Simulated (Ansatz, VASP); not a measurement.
## TaAl3O: VASP beside Ansatz

```
Ta Al O
1.0
     4.10191    0.00000    0.00000
     0.00000    4.10191    0.00000
     0.00000    0.00000    4.10191
Ta Al O
1 3 1
Cartesian
  2.0510 2.0510 2.0510
  0.0000 0.0000 2.0510
  2.0510 0.0000 0.0000
  0.0000 2.0510 0.0000
  0.0000 0.0000 0.0000
```

Alike in both runs: task relaxation of cell and atoms; functional PBE; k mesh 10 × 10 × 10; occupations gaussian, width 0.1 eV; no spin polarisation.

```csv
,VASP,Ansatz
version,VASP 6.6.1,Ansatz 0.2.0
potentials or method,"VASP PAW PBE potentials, release 64 (Ta_pv, Al, O), cutoff 600 eV","scalar-relativistic, plane waves, PAW"
valence electrons in the cell,26,28
```

```csv
,VASP,Ansatz,Ansatz less VASP
"gap on the k mesh at the Fermi level, each at its own relaxed structure (eV)",none,none,-
relaxed volume (Å³/atom),13.77,13.78,+0.012
relaxed cell length with the largest relative difference (Å),4.098,4.099,+0.0012
```

A gap of «none» marks a metal or a gap that the smearing closes. VASP's potentials hold 26 valence electrons a cell and Ansatz's 28, so a difference there can come from the potentials and not from the codes.

Spin-orbit coupling is off throughout.
